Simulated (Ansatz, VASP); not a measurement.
**One calculation of Au, two programs**

File INCAR:

```
SYSTEM = Au
PREC = Accurate ; ENCUT = 520
EDIFF = 1E-7 ; ISMEAR = 0
SIGMA = 0.15 ; LREAL = .FALSE.
LASPH = .TRUE. ; NELM = 60
ALGO = Normal ; ISIF = 2
LWAVE = .FALSE. ; LCHARG = .TRUE.
GGA = PE ; LELF = .TRUE.
LVHAR = .TRUE. ; NBANDS = 12
```

Contents of KPOINTS:

```
regular mesh
0
G
  20 20 20
  0 0 0
```

POSCAR

```
Au
1.0
    0.0000000000      2.0455000000      2.0148175000
    2.0455000000      0.0000000000      2.0148175000
    2.0455000000      2.0455000000      0.0000000000
Au
1
Direct
    0.0000000000      0.0000000000      0.0000000000
```

Input for Ansatz:

```yaml
crystal:
  lattice:
    - [0.0, 2.0455, 2.0148175]
    - [2.0455, 0.0, 2.0148175]
    - [2.0455, 2.0455, 0.0]
  atoms:
    - { symbol: Au, position: [0.0, 0.0, 0.0] }
basis:
  ecutwfc: 420
kpoints:
  mp_grid: { grid: [20, 20, 20] }
hamiltonian:
  xc: pbe
scf:
  occupations: { method: gaussian, width: 0.15 }
output:
  forces: true
  stress: true
  eigenvalues: true
```

Change from the starting cell: strain +0.000 along x and y, -0.015 along z, atoms carried along.

Alike in both runs: task single point; functional PBE; k mesh 20 × 20 × 20; occupations gaussian, width 0.15 eV; no spin polarisation.

|  | VASP | Ansatz |
| --- | --- | --- |
| version | VASP 6.6.1 | Ansatz 0.2.0 |
| potentials or method | VASP PAW PBE potentials, release 64 (Au), cutoff 520 eV | scalar-relativistic, plane waves, PAW |
| valence electrons in the cell | 11 | 19 |

```csv
,VASP,Ansatz,Ansatz less VASP
gap on the k mesh at the Fermi level (eV),none,none,-
pressure (GPa),10.5,10.8,+0.32
"traceless stress, the component that is largest in VASP (GPa)",0.35,0.35,+0.001
```

A gap of «none» marks a metal or a gap that the smearing closes. The functional is the same, so the differences come from potentials, cutoffs and numerics. VASP's potentials hold 11 valence electrons a cell and Ansatz's 19, so a difference there can come from the potentials and not from the codes.

Spin-orbit coupling is off throughout.
